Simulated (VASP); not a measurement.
Here is a VASP 6.6.1 calculation.

Contents of INCAR:

```
SYSTEM = Re
PREC = Accurate
ENCUT = 520
EDIFF = 1E-8
ISMEAR = -1
SIGMA = 0.08
LREAL = .False.
LASPH = .True.
NELM = 100
ALGO = Normal
ISIF = 2
LWAVE = .False.
LCHARG = .False.
GGA = PE
LEFG = .True.
NBANDS = 14
```

Contents of KPOINTS:

```
Automatic mesh
0
Gamma
  14 14 8
  0 0 0
```

POSCAR

```
Re
1.0
    2.7514545678      0.0000000000      0.0000000000
   -1.3757272838      2.3828295530      0.0000000000
    0.0000000000      0.0000000000      4.4481811948
Re
2
Direct
    0.3333333333      0.6666666667      0.2500000000
    0.6666666667      0.3333333333      0.7500000000
```

Potentials or basis: VASP PAW PBE potentials, release 64 (Re).

Launch:

```console
$ cat potpaw_PBE.64/Re/POTCAR > POTCAR
$ mpirun -np 1 vasp_std > vasp.out
```

Problem. Estimate the pressure.

Solution. 9.4 GPa.

Problem. Estimate the band gap on the k mesh.

Solution. Zero (bands 7 and 8 overlap by 3.31 eV).

Electric field gradients, principal values (V/Å²):
```tsv
atom	least	middle	greatest (by size)
1 Re	35.682	35.683	-71.365
2 Re	35.682	35.683	-71.365
```

Caveat: the cell stands under pressure; without QUAD_EFG the Cq values of the log hold for a quadrupole moment of 1 mb, not for the nuclei; spin-orbit coupling is left out, which moves the levels of the heavy elements.
